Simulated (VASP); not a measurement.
# NaI (Fm-3m) in VASP: a series of runs, part 2 of 2

VASP 6.6.1.

## (4) Single point, HSE06

This run uses another cell than the first one, of 33.90 Å³/atom.

POSCAR

```
NaI
1.0
    0.0000000000      3.2364000000      3.2364000000
    3.2364000000      0.0000000000      3.2364000000
    3.2364000000      3.2364000000      0.0000000000
I Na
1 1
Direct
    0.5000000000      0.5000000000      0.5000000000
    0.0000000000      0.0000000000      0.0000000000
```

INCAR.step1

```
  PREC = Accurate
  ENCUT = 520
  EDIFF = 1E-5
  ISMEAR = 0
  SIGMA = 0.01
  LREAL = F
  LASPH = T
  NELM = 80
  ALGO = Normal
  ISIF = 2
  LWAVE = T
  GGA = PE
  NBANDS = 14
```

INCAR.step2

```
  PREC = Accurate
  ENCUT = 520
  EDIFF = 1E-6
  ISMEAR = 0
  SIGMA = 0.01
  LREAL = F
  LASPH = T
  NELM = 80
  ALGO = Normal
  ISIF = 2
  LWAVE = F
  LCHARG = T
  GGA = PE
  LHFCALC = T
  HFSCREEN = 0.2079
  PRECFOCK = Normal
  LELF = T
  LVHAR = T
  ISTART = 1
  NBANDS = 14
```

KPOINTS

```
regular mesh
0
Gamma
  6 6 6
```

Potentials or basis: VASP PAW PBE potentials, release 64 (I, Na_pv).

Launch:

```
> cat potpaw_PBE.64/I/POTCAR potpaw_PBE.64/Na_pv/POTCAR > POTCAR
> cp INCAR.step1 INCAR
> mpirun -np 1 vasp_std > vasp.out
> cp INCAR.step2 INCAR
> mpirun -np 1 vasp_std > vasp.out
```

OUTCAR:

```text
PREC = Accurate
   ENCUT = 520
   EDIFF = 1E-6
   ISMEAR = 0
   LREAL = F
   LASPH = T
   NELM = 80
   ISIF = 2
   GGA = PE
   LHFCALC = T
   HFSCREEN = 0.2079
   PRECFOCK = Normal
   ISTART = 1

 ion  position               nearest neighbor table
   1  0.500  0.500  0.500-
   2  0.000  0.000  0.000-

  LATTYP: Found a face centered cubic cell.
 ALAT       =     6.4728000000

  Lattice vectors:

 A1 = (   0.0000000000,   3.2364000000,   3.2364000000)
 A2 = (   3.2364000000,   0.0000000000,   3.2364000000)
 A3 = (   3.2364000000,   3.2364000000,   0.0000000000)

Analysis of symmetry for initial positions (statically):
=====================================================================
 Subroutine PRICEL returns:
 Original cell was already a primitive cell.

 Routine SETGRP: Setting up the symmetry group for a
 face centered cubic supercell.

 Subroutine GETGRP returns: Found 48 space group operations
 (whereof 48 operations were pure point group operations)
 out of a pool of 48 trial point group operations.

The static configuration has the point symmetry O_h .

Analysis of symmetry for dynamics (positions and initial velocities):
=====================================================================
 Subroutine PRICEL returns:
 Original cell was already a primitive cell.

 Routine SETGRP: Setting up the symmetry group for a
 face centered cubic supercell.

 Subroutine GETGRP returns: Found 48 space group operations
 (whereof 48 operations were pure point group operations)
 out of a pool of 48 trial point group operations.

The dynamic configuration has the point symmetry O_h .

 Subroutine INISYM returns: Found 48 space group operations
 (whereof 48 operations are pure point group operations),
 and found     1 'primitive' translations

----------------------------------------------------------------------------------------

                                     Primitive cell
[... 118 lines left out ...]
   IVDW    =     0    specifies the selected vdW correction
   LEPSILON=     F    determine dielectric tensor
   LRPA    =     F    only Hartree local field effects (RPA)
 non-spin polarized calculation
 Gauss-broadening in eV      SIGMA  =   0.01
  energy-cutoff  :      520.00
  volume of cell :       67.80
 maximum number of plane-waves:      1853
 NGX is ok and might be reduce to    36
  NGX = 28; NGY = 28; NGZ = 28

 number of electron      13.9999993 magnetization

 Free energy of the ion-electron system (eV)
  ---------------------------------------------------
  ext. energy  EPLUGINS =         0.00000000
  ---------------------------------------------------
  free energy    TOTEN  =        -6.26035314 eV

  energy without entropy =       -6.26035314  energy(sigma->0) =       -6.26035314

 E-fermi :   0.1412     XC(G=0):  -6.4597

 val. band max:        0.0936549525   @ k =   0.0000   0.0000   0.0000
 cond. band min:       4.7446506713   @ k =   0.0000   0.0000   0.0000
 fundamental gap:      4.6509957188
 Fermi energy:         0.1411859523

 k-point     1 :       0.0000    0.0000    0.0000
  band No.  band energies     occupation
      1     -24.6967      2.00000
      2     -24.6966      2.00000
      3     -24.6966      2.00000
      4     -11.8695      2.00000
      5       0.0937      2.00000
      6       0.0937      2.00000
      7       0.0937      2.00000
      8       4.7447      0.00000
      9       9.1035      0.00000
     10       9.1035      0.00000
     11       9.1035      0.00000
     12      11.0439      0.00000
     13      11.0439      0.00000
     14      11.6235      0.00000
[... 241 lines left out ...]
      1     -24.7000      2.00000
      2     -24.6989      2.00000
      3     -24.6983      2.00000
      4     -11.4171      2.00000
      5      -1.6996      2.00000
      6      -1.0897      2.00000
      7      -0.8436      2.00000
      8       6.5155      0.00000
      9       7.5912      0.00000
     10       9.7783      0.00000
     11       9.9003      0.00000
     12      13.0139      0.00000
     13      13.8612      0.00000
     14      14.0734      0.00000

------------------------ aborting loop because EDIFF is reached ----------------------------------------

  FORCE on cell =-STRESS in cart. coord.  units (eV):
  Direction    XX          YY          ZZ          XY          YZ          ZX
  --------------------------------------------------------------------------------------
  -------------------------------------------------------------------------------------
  Total        0.0508164      0.0508164      0.0508164     -0.0000000      0.0000000      0.0000000
  in kB        1.2008752      1.2008752      1.2008752     -0.0000000      0.0000000      0.0000000
  external PRESSURE =       1.2008752 kB  Pullay stress =       0.0000000 kB

 VOLUME and BASIS-vectors are now :
 -----------------------------------------------------------------------------
  energy-cutoff  :      520.00
  volume of cell :       67.80
      direct lattice vectors                 reciprocal lattice vectors
     0.000000000  3.236400000  3.236400000    -0.154492646  0.154492646  0.154492646
     3.236400000  0.000000000  3.236400000     0.154492646 -0.154492646  0.154492646
     3.236400000  3.236400000  0.000000000     0.154492646  0.154492646 -0.154492646

 POSITION                                       TOTAL-FORCE (eV/Angst)
 -----------------------------------------------------------------------------------
      3.23640      3.23640      3.23640        -0.000000      0.000000     -0.000000
      0.00000      0.00000      0.00000         0.000000     -0.000000      0.000000
 -----------------------------------------------------------------------------------
    total drift:                               -0.000001     -0.000001     -0.000001

  FREE ENERGIE OF THE ION-ELECTRON SYSTEM (eV)
  ---------------------------------------------------
  free  energy   TOTEN  =        -6.2603531373 eV

  energy  without entropy=       -6.2603531373  energy(sigma->0) =       -6.26035314
```

OUTCAR.step1:

```text
PREC = Accurate
   ENCUT = 520
   EDIFF = 1E-5
   ISMEAR = 0
   LREAL = F
   LASPH = T
[... 482 lines left out ...]
 -----------------------------------------------------------------------------------
      3.23640      3.23640      3.23640        -0.000000      0.000000      0.000000
      0.00000      0.00000      0.00000         0.000000      0.000000     -0.000000
 -----------------------------------------------------------------------------------
    total drift:                                0.000000      0.000000      0.000000

  FREE ENERGIE OF THE ION-ELECTRON SYSTEM (eV)
  ---------------------------------------------------
  free  energy   TOTEN  =        -5.3849267202 eV

  energy  without entropy=       -5.3849267202  energy(sigma->0) =       -5.38492672
```

Run time: 76 min. Hardware: 1 thread of Intel Xeon 8259CL, shared host; peak memory 0.34 GiB.

Results:

```
Free energy            : -6.2604 eV
Pressure               : 0.1 GPa
Band gap on the k mesh : 4.65 eV
```

Levels at points of the mesh, in eV from the valence-band top:
```tsv
k point	band 4	band 5	band 6	band 7	band 8	band 9	band 10	band 11
(0.00, 0.00, 0.00)	-11.96	0.00	0.00	0.00	4.65	9.01	9.01	9.01
(0.50, 0.00, 0.00)	-11.61	-2.33	-0.30	-0.30	6.07	8.54	8.54	10.03
(0.50, 0.50, 0.00)	-11.52	-2.05	-0.80	-0.80	5.53	6.51	11.08	12.61
```

Caveat: the PAW data sets were made with another functional, which shifts forces and pressure a little; spin-orbit coupling is left out, which moves the levels of the heavy elements.

## (5) The runs side by side

```csv
cell,k mesh,smearing,gap on the mesh (eV),pressure (GPa)
"a = 4.637 Å, angles 60.0°, 2 atoms",4 × 4 × 4,fermi-dirac 0.05 eV,4.55,-0.4
"a = 4.667 Å, angles 60.0°, 2 atoms",4 × 4 × 4,fermi-dirac 0.05 eV,4.50,-0.7
"a = 4.577 Å, angles 60.0°, 2 atoms",6 × 6 × 6,gaussian 0.01 eV,4.65,0.1
```

Alike in all rows: task single point; level HSE06; potentials or basis VASP PAW PBE potentials, release 64 (I, Na_pv); no spin polarisation; cutoff (eV) 520.

Caveats: the PAW data sets were made with another functional, which shifts forces and pressure a little; spin-orbit coupling is left out, which moves the levels of the heavy elements.

Total energies depend on the potentials used, so only differences within one code and one set of settings carry meaning.
